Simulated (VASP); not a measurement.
TiAl:

```
CELL_PARAMETERS angstrom
2.90499 0.00000 0.00000
-1.45250 2.51580 0.00000
0.00000 0.00000 4.73964
ATOMIC_POSITIONS crystal
Ti 0.00000 0.00000 0.00000
Al 0.33333 0.66667 0.50000
```

This cell differs from its parent crystal: volume scaled by 1.04.

Base run:

```yaml
Program: VASP 6.6.1
Functional: PBE
Potentials_or_basis: VASP PAW PBE potentials, release 64 (Ti_sv, Al)
Cutoff: 520 eV
k_mesh: 11 × 11 × 6
Occupations: fermi-dirac, width 0.05 eV
Spin: no spin polarisation
```

Its results: pressure -3.7 GPa.

Problem. After a change of settings the same cell gave: pressure -6.5 GPa. Which change was it?
A. occupations from fermi-dirac, width 0.05 eV to gaussian, width 0.05 eV; further incar settings from ALGO = Normal; EDIFF = 1e-06; NBANDS = 14 to ALGO = Fast; EDIFF = 1e-06; NBANDS = 14
B. functional from PBE to r2SCAN
C. functional from PBE to PBEsol; further incar settings from ALGO = Normal; EDIFF = 1e-06; NBANDS = 14 to ALGO = Fast; EDIFF = 1e-06; NBANDS = 14

Solution. C.

Caveats: the PAW data sets were made with another functional, which shifts forces and pressure a little (some runs).
